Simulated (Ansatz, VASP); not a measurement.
# One calculation of ZnS, two programs

File INCAR:

```
SYSTEM = ZnS
PREC = Accurate
ENCUT = 520
EDIFF = 1E-7
ISMEAR = -1
SIGMA = 0.03
LREAL = .FALSE.
LASPH = .TRUE.
NELM = 100
ALGO = Normal
ISIF = 2
LWAVE = .FALSE.
LCHARG = .FALSE.
GGA = PS
NBANDS = 26
```

Contents of KPOINTS:

```
Automatic mesh
0
G
  8 8 5
  0 0 0
```

The input POSCAR:

```
ZnS
1.0
    3.7982528711      0.0000000000      0.0000000000
   -1.8991264355      3.2893834763      0.0000000000
    0.0000000000      0.0000000000      6.2131503459
Zn S
2 2
Direct
    0.3333333333      0.6666666667      0.0000000000
    0.6666666667      0.3333333333      0.5000000000
    0.3333333333      0.6666666667      0.3850000000
    0.6666666667      0.3333333333      0.8850000000
```

Input for Ansatz:

```yaml
crystal:
  lattice:
    - [3.7982528711, 0.0, 0.0]
    - [-1.8991264355, 3.2893834763, 0.0]
    - [0.0, 0.0, 6.2131503459]
  atoms:
    - { symbol: Zn, position: [0.3333333333, 0.6666666667, 0.0] }
    - { symbol: Zn, position: [0.6666666667, 0.3333333333, 0.5] }
    - { symbol: S, position: [0.3333333333, 0.6666666667, 0.385] }
    - { symbol: S, position: [0.6666666667, 0.3333333333, 0.885] }
kpoints:
  mp_grid: { grid: [8, 8, 5] }
  band_path:
    path:
      - [0.0, 0.0, 0.0]
      - [0.5, 0.0, 0.0]
      - [0.3333333333, 0.3333333333, 0.0]
      - [0.0, 0.0, 0.0]
      - [0.0, 0.0, 0.5]
      - [0.5, 0.0, 0.5]
      - [0.3333333333, 0.3333333333, 0.5]
      - [0.0, 0.0, 0.5]
      - [0.5, 0.0, 0.5]
    npoints: 5
scf:
  occupations: { method: fermi_dirac, width: 0.03 }
hamiltonian:
  xc: pbesol
  pseudopotentials: { kind: all_electron, lapw: { basis_error: 0.001 } }
output:
  forces: true
  stress: true
  eigenvalues: true
```

Change from the starting cell: volume scaled by 0.99.

Alike in both runs: task single point; functional PBEsol; k mesh 8 × 8 × 5; occupations fermi-dirac, width 0.03 eV; no spin polarisation.

|  | VASP | Ansatz |
| --- | --- | --- |
| version | VASP 6.6.1 | Ansatz 0.2.0 |
| potentials or method | VASP PAW PBE potentials, release 64 (Zn, S), cutoff 520 eV | all-electron LAPW, scalar-relativistic |

|  | VASP | Ansatz | Ansatz less VASP |
| --- | --- | --- | --- |
| gap on the k mesh at the Fermi level (eV) | 2.16 | 2.16 | -0.003 |
| pressure (GPa) | -0.3 | -0.5 | -0.19 |
| traceless stress, the component that is largest in VASP (GPa) | -1.33 | -1.31 | +0.017 |
| rms of the force components (eV/Å) | 0.185 | 0.184 | -0.0014 |

VASP's potentials were made for PBE, not for PBEsol. Atom by atom the forces differ by 0.001 eV/Å (rms over components). Ansatz ran all-electron here, and VASP with PAW potentials.
